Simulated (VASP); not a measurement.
A run of VASP 6.6.1:

The input INCAR:

```
SYSTEM = ScCu
PREC = Accurate ; ENCUT = 520
EDIFF = 1E-7 ; ISMEAR = -1
SIGMA = 0.1 ; LREAL = .False.
LASPH = .True. ; NELM = 60
ALGO = Normal ; ISIF = 2
LWAVE = .False. ; LCHARG = .False.
GGA = PS ; NBANDS = 18
```

File KPOINTS:

```
Automatic mesh
0
Gamma
  14 14 14
  0 0 0
```

The input POSCAR:

```
ScCu
1.0
    3.0848212285      0.0000000000      0.0000000000
    0.0000000000      3.0848212285      0.0000000000
    0.0000000000      0.0000000000      3.0848212285
Sc Cu
1 1
Direct
    0.5000000000      0.5000000000      0.5000000000
    0.0000000000      0.0000000000      0.0000000000
```

Potentials or basis: VASP PAW PBE potentials, release 64 (Sc_sv, Cu).

Launch:

```sh
$ cat potpaw_PBE.64/Sc_sv/POTCAR potpaw_PBE.64/Cu/POTCAR > POTCAR
$ mpirun -np 1 vasp_std > vasp.out
```

Hardware: 1 thread of Intel(R) Xeon(R) 6975P-C (Granite Rapids), on a shared host.

Problem. Estimate the wall time of this run.

Solution. Run time: 18 s on 1 thread of Intel(R) Xeon(R) 6975P-C (Granite Rapids), with other jobs on the host, peak memory 0.19 GiB. Counts: scf iterations 14, k points 120.
